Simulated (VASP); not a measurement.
Wanted: the native input for a VASP 6.6.1 run.

| Item | Value |
| --- | --- |
| Task | single point |
| Functional | PBE |
| Potentials or basis | VASP PAW PBE potentials, release 64 (Ga_d, P) |
| Cutoff | 520 eV |
| k mesh | 9 × 9 × 9 |
| Occupations | gaussian, width 0.05 eV |
| Spin | no spin polarisation |
| Dipole correction | no |
| Further INCAR settings | ALGO = Normal; EDIFF = 1e-07; NBANDS = 26 |

The structure of GaP lies in POSCAR:

```
GaP
1.0
    1.8984870599      1.0960920151      7.0959118010
   -1.8984870599      1.0960920151      7.0959118010
    0.0000000000     -2.1921840302      7.0959118010
Ga P
2 2
Direct
    0.4355841032      0.4355841032      0.4355841032
    0.5644158968      0.5644158968      0.5644158968
    0.0575077006      0.0575077006      0.0575077006
    0.9424922994      0.9424922994      0.9424922994
```

This cell differs from its parent crystal: volume 22.149 Å^3 an atom, c/a of the conventional cell 5.6065.

These files were run (other wordings do the same):

INCAR

```
SYSTEM = GaP
  ALGO = Normal
  EDIFF = 1E-7
  ENCUT = 520
  GGA = PE
  ISIF = 2
  ISMEAR = 0
  LASPH = .True.
  LCHARG = .False.
  LREAL = .False.
  LWAVE = .False.
  NBANDS = 26
  NELM = 100
  PREC = Accurate
  SIGMA = 0.05
```

KPOINTS

```
k-points
0
Gamma
  9 9 9
  0 0 0
```

Potentials or basis: VASP PAW PBE potentials, release 64 (Ga_d, P).

Run with:

```bash
$ cat potpaw_PBE.64/Ga_d/POTCAR potpaw_PBE.64/P/POTCAR > POTCAR
$ mpirun -np 1 vasp_std > vasp.out
```

It gave:

```yaml
Pressure: -2.6 GPa
Largest_force: 0.683 eV/Å
Band_gap_on_the_k_mesh: zero (filled and empty bands touch)
```

Run time: 4.9 min on 1 thread of AMD EPYC 9R45 96-Core Processor (Zen 5) (shared host), peak memory 0.45 GiB.
